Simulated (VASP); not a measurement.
Wanted: the native input for a VASP 6.6.1 run.

```yaml
Task: relaxation of cell and atoms
Functional: PBE
Potentials_or_basis: VASP PAW PBE potentials, release 64 (Tl_d, H)
Cutoff: 600 eV
k_mesh: 12 × 12 × 6
Occupations: gaussian, width 0.1 eV
Spin: no spin polarisation
Dipole_correction: no
Further_INCAR_settings: ALGO = Normal; EDIFF = 1e-06; IBRION = 2; EDIFFG = -0.01; NSW = 100; ISIF = 3
```

The structure of TlH5 lies in POSCAR:

```
TlH5
1.0
    3.0129662230      0.0000000000      0.0000000000
   -1.5064831115      2.6093052899      0.0000000000
    0.0000000000      0.0000000000      6.7944403693
Tl H
1 5
Direct
    0.0000000000      0.0000000000      0.5311643933
    0.5000000000      0.0000000000      0.1132677234
    0.0000000000      0.5000000000      0.1132677234
    0.5000000000      0.5000000000      0.1132677234
    0.0000000000      0.0000000000      0.8011338141
    0.0000000000      0.0000000000      0.1221036424
```

The cell was generated, and may not be a known phase.

These files were run (other wordings do the same):

INCAR

```
  PREC = Accurate
  ENCUT = 600
  EDIFF = 1E-6
  ISMEAR = 0
  SIGMA = 0.1
  LREAL = F
  LASPH = T
  NELM = 100
  ALGO = Normal
  ISIF = 3
  LWAVE = F
  LCHARG = F
  GGA = PE
  IBRION = 2
  NSW = 100
  EDIFFG = -0.01
```

KPOINTS

```
Automatic mesh
0
Gamma
  12 12 6
```

Potentials or basis: VASP PAW PBE potentials, release 64 (Tl_d, H).

Launch:

```console
$ cat potpaw_PBE.64/Tl_d/POTCAR potpaw_PBE.64/H/POTCAR > POTCAR
$ mpirun -np 1 vasp_std > vasp.out
```

Results of the run:

```json
{"Relaxed volume": "9.22 Å³/atom", "Relaxed cell": "a = 2.989 Å, b = 2.989 Å, c = 7.154 Å, α = 90.00°, β = 90.00°, γ = 120.00°", "Space group after relaxing (to 0.1 Å)": "P6mm (No. 183)", "Energy gained by relaxing": "4.2 meV/atom", "Ionic steps": "24", "Pressure after relaxing": "0.0 GPa", "Largest force after relaxing": "0.009 eV/Å", "Band gap on the k mesh": "zero (bands 9 and 10 overlap by 4.66 eV)"}
```

Caveat: spin-orbit coupling is left out, which moves the levels of the heavy elements.

Run time: 5.3 min on 1 thread of Intel(R) Xeon(R) Platinum 8488C (Sapphire Rapids) (shared host), peak memory 0.23 GiB.
